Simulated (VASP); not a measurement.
Set up this calculation in VASP 6.6.1, as the native input.

```
Task                   : relaxation of cell and atoms
Functional             : PBE
Potentials or basis    : VASP PAW PBE potentials, release 64 (Ag, B)
Cutoff                 : 600 eV
k mesh                 : 12 × 12 × 6
Occupations            : gaussian, width 0.1 eV
Spin                   : no spin polarisation
Dipole correction      : no
Further INCAR settings : ALGO = Normal; EDIFF = 1e-07; IBRION = 2; EDIFFG = -0.01; NSW = 100; ISIF = 3
```

The structure of Ag2B3 lies in POSCAR:

```
Ag2B3
1.0
    2.9740731905      0.0000000000      0.0000000000
   -1.4870365953      2.5756229357      0.0000000000
    0.0000000000      0.0000000000      7.7046921173
Ag B
2 3
Direct
    0.3333333333      0.6666666667      0.2073090877
    0.6666666667      0.3333333333      0.7926909123
    0.0000000000      0.0000000000      0.0000000000
    0.3333333333      0.6666666667      0.5108015082
    0.6666666667      0.3333333333      0.4891984918
```

These files were run (other wordings do the same):

INCAR

```
SYSTEM = Ag2B3
PREC     = Accurate       ! precision mode
ENCUT    = 600            ! plane-wave cutoff, eV
EDIFF    = 1E-7           ! SCF threshold, eV
ISMEAR   = 0              ! smearing method
SIGMA    = 0.1            ! smearing width, eV
LREAL    = .FALSE.        ! projectors in reciprocal space
LASPH    = .TRUE.         ! aspherical terms in the spheres
NELM     = 100            ! most SCF steps
ALGO     = Normal         ! electronic algorithm
ISIF     = 3              ! what is computed and relaxed
LWAVE    = .FALSE.        ! write WAVECAR
LCHARG   = .FALSE.        ! write CHGCAR
GGA      = PE             ! functional
IBRION   = 2              ! ionic algorithm
NSW      = 100            ! ionic steps
EDIFFG   = -0.01          ! ionic threshold
```

KPOINTS

```
Automatic mesh
0
G
  12 12 6
  0 0 0
```

Potentials or basis: VASP PAW PBE potentials, release 64 (Ag, B).

The run is started by

```sh
$ cat potpaw_PBE.64/Ag/POTCAR potpaw_PBE.64/B/POTCAR > POTCAR
$ mpirun -np 1 vasp_std > vasp.out
```

It gave:

```
Relaxed volume                        : 11.85 Å³/atom
Relaxed cell                          : a = 2.961 Å, b = 2.961 Å, c = 7.801 Å, α = 90.00°, β = 90.00°, γ = 120.00°
Space group after relaxing (to 0.1 Å) : P-3m1 (No. 164)
Energy gained by relaxing             : 1.1 meV/atom
Ionic steps                           : 6
Pressure after relaxing               : 0.1 GPa
Largest force after relaxing          : 0.009 eV/Å
Band gap on the k mesh                : zero (an odd number of electrons rules out a gap without spin polarisation)
```

Wall time 2.8 min on 1 thread of Intel(R) Xeon(R) 6975P-C (Granite Rapids), on a shared host, peak memory 0.29 GiB.
